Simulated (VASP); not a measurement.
As2H: single point with PBE

As2H:

```xyz
6
Lattice="3.8920 0.3733 -0.8585 0.9438 5.0601 0.0316 0.5515 0.4944 4.3470" Properties=species:S:1:pos:R:3 pbc="T T T"
As    4.7961    3.8151    3.2937
As    1.6927    1.9823    2.0633
As    2.4222    4.9298   -0.2381
As    4.6577    5.4538    1.2256
H     3.3249    3.3243    2.2887
H     2.6678    3.3047    2.6027
```

- Program: VASP 6.6.1
- Task: single point
- Functional: PBE
- Potentials or basis: VASP PAW PBE potentials, release 64 (As, H)
- Cutoff: 400 eV
- k mesh: 4 × 3 × 3
- Occupations: methfessel-paxton, width 0.15 eV
- Spin: no spin polarisation
- Dipole correction: no
- Further INCAR settings: ALGO = Normal; EDIFF = 1e-06; NBANDS = 20

```json
{
 "Pressure": "13.8 GPa",
 "Largest force": "3.253 eV/Å",
 "Band gap on the k mesh": "zero (band 11 reaches 6.98 eV, above the bottom of band 12 at 5.11 eV)"
}
```

Forces on the atoms (eV/Å):
```
As   0.584  0.578  0.508
As  -0.852 -1.908 -0.607
As  -0.030 -0.048  0.578
As  -0.368  0.843 -0.186
H    2.900  0.149 -1.466
H   -2.234  0.387  1.173
```

Stress tensor (GPa, compression positive):
```
16.77  1.73 -0.29
 1.73 13.28  4.20
-0.29  4.20 11.38
```

Levels at points of the mesh, in eV from the Fermi level:
| k point | band 8 | band 9 | band 10 | band 11 | band 12 | band 13 | band 14 | band 15 |
| --- | --- | --- | --- | --- | --- | --- | --- | --- |
| (0.00, 0.00, 0.00) | -3.71 | -2.82 | -1.81 | -0.08 | 1.30 | 1.56 | 1.90 | 2.26 |
| (0.50, 0.00, 0.00) | -3.37 | -2.47 | -2.01 | -0.98 | -0.73 | 0.58 | 1.50 | 2.10 |

Wall time 15 s on 1 thread of Intel(R) Xeon(R) 6975P-C (Granite Rapids) (shared host), peak memory 0.18 GiB.

Caveat: the k points lie up to 0.48 Å⁻¹ apart.
